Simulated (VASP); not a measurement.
## MoS2: single point with PBEsol

Crystal: MoS2.

```
CELL_PARAMETERS angstrom
2.95295 0.00000 0.00000
-1.47647 2.88379 0.00000
0.00000 0.00000 12.57882
ATOMIC_POSITIONS crystal
Mo 0.33333 0.66667 0.25000
Mo 0.66667 0.33333 0.75000
S 0.33333 0.66667 0.62605
S 0.66667 0.33333 0.12605
S 0.33333 0.66667 0.87395
S 0.66667 0.33333 0.37395
```

This cell differs from its parent crystal: strain -0.0600 x Voigt [1, -1, 0, 0, 0, 0].

```json
{"Program": "VASP 6.6.1", "Task": "single point", "Functional": "PBEsol", "Potentials or basis": "VASP PAW PBE potentials, release 64 (Mo_sv, S)", "Cutoff": "520 eV", "k mesh": "12 × 12 × 2", "Occupations": "gaussian, width 0.05 eV", "Spin": "no spin polarisation"}
```

- Pressure: 1.7 GPa
- Largest force: 0.635 eV/Å
- Band gap on the k mesh: 1.12 eV (least direct gap 1.70 eV)

Forces in eV/Å, atoms in the order of the input:
```
Mo   0.000  0.635  0.000
Mo   0.000 -0.635  0.000
S    0.000  0.322 -0.012
S    0.000 -0.322 -0.012
S    0.000  0.322  0.012
S    0.000 -0.322  0.012
```

Stress tensor (GPa, compression positive):
```
14.32  0.00  0.00
 0.00 -9.12  0.00
 0.00  0.00  0.03
```

Levels at points of the mesh, in eV from the valence-band top:
| k point | band 22 | band 23 | band 24 | band 25 | band 26 | band 27 | band 28 | band 29 | band 30 | band 31 |
| --- | --- | --- | --- | --- | --- | --- | --- | --- | --- | --- |
| (0.00, 0.00, 0.00) | -1.54 | -1.51 | -1.15 | -1.08 | 0.00 | 1.91 | 1.92 | 2.14 | 2.34 | 3.06 |
| (0.50, 0.00, 0.00) | -2.10 | -1.76 | -1.60 | -0.98 | -0.89 | 1.66 | 1.66 | 2.66 | 2.91 | 3.02 |
| (0.00, 0.50, 0.00) | -2.61 | -1.54 | -1.47 | -0.61 | -0.51 | 2.12 | 2.18 | 2.25 | 2.36 | 3.32 |
| (0.00, 0.00, 0.50) | -2.04 | -1.53 | -1.53 | -0.26 | -0.26 | 1.91 | 1.91 | 2.24 | 2.24 | 3.07 |
| (0.50, 0.00, 0.50) | -2.23 | -1.68 | -1.68 | -0.93 | -0.93 | 1.66 | 1.66 | 2.85 | 2.85 | 3.22 |
| (0.00, 0.50, 0.50) | -2.68 | -1.50 | -1.50 | -0.56 | -0.56 | 2.15 | 2.15 | 2.31 | 2.31 | 3.64 |

Run time: 2.6 min on 1 thread of Intel(R) Xeon(R) 6975P-C (Granite Rapids) (shared host), peak memory 0.39 GiB.

Caveat: the cell differs from its parent crystal (strain -0.0600 x Voigt [1, -1, 0, 0, 0, 0]); the PAW data sets were made with another functional, which shifts forces and pressure a little; this functional lacks dispersion, which binds the layers, so the pressure and a relaxed spacing across them are unreliable. A k mesh can miss the band edges.
